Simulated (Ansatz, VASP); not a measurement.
**One calculation of Cd, two programs**

POSCAR

```
Cd
1.0
    2.9821492679      0.0000000000      0.0000000000
   -1.4910746339      2.5826170238      0.0000000000
    0.0000000000      0.0000000000      5.6238294150
Cd
2
Direct
    0.3333333333      0.6666666667      0.2500000000
    0.6666666667      0.3333333333      0.7500000000
```

File INCAR.step1:

```
SYSTEM = Cd
ALGO = Normal
EDIFF = 1E-4
ENCUT = 520
GGA = PE
ISMEAR = 0
LASPH = .True.
LCHARG = .False.
LREAL = .False.
LWAVE = .True.
NBANDS = 19
NELM = 80
PREC = Accurate
SIGMA = 0.1
```

INCAR.step2

```
SYSTEM = Cd
ALGO = Normal
EDIFF = 1E-7
ENCUT = 520
ISIF = 2
ISMEAR = 0
ISTART = 1
LASPH = .True.
LCHARG = .False.
LMIXTAU = .True.
LREAL = .False.
LWAVE = .False.
METAGGA = R2SCAN
NBANDS = 19
NELM = 80
PREC = Accurate
SIGMA = 0.1
```

Contents of KPOINTS:

```
k-points
0
Gamma
  18 18 8
  0 0 0
```

Input for Ansatz:

```yaml
crystal:
  lattice:
    - [2.9821492679, 0.0, 0.0]
    - [-1.4910746339, 2.5826170238, 0.0]
    - [0.0, 0.0, 5.623829415]
  atoms:
    - { symbol: Cd, position: [0.3333333333, 0.6666666667, 0.25] }
    - { symbol: Cd, position: [0.6666666667, 0.3333333333, 0.75] }
basis:
  ecutwfc: 500
kpoints:
  mp_grid: { grid: [18, 18, 8] }
hamiltonian:
  xc: r2scan
scf:
  occupations: { method: gaussian, width: 0.1 }
output:
  forces: true
  stress: true
  eigenvalues: true
```

Alike in both runs: task single point; functional r2SCAN; k mesh 18 × 18 × 8; occupations gaussian, width 0.1 eV; no spin polarisation.

|  | VASP | Ansatz |
| --- | --- | --- |
| version | VASP 6.6.1 | Ansatz 0.2.0 |
| potentials or method | VASP PAW PBE potentials, release 64 (Cd), cutoff 520 eV | scalar-relativistic, plane waves, PAW |
| valence electrons in the cell | 24 | 40 |

|  | VASP | Ansatz | Ansatz less VASP |
| --- | --- | --- | --- |
| gap on the k mesh at the Fermi level (eV) | none | none | - |
| pressure (GPa) | 0.6 | 0.3 | -0.36 |
| traceless stress, the component that is largest in VASP (GPa) | 0.74 | 0.87 | +0.127 |

VASP's potentials were made for PBE, not for r2SCAN. A gap of «none» marks a metal or a gap that the smearing closes. The functional is the same, so the differences come from potentials, cutoffs and numerics. VASP's potentials hold 24 valence electrons a cell and Ansatz's 40, so a difference there can come from the potentials and not from the codes.
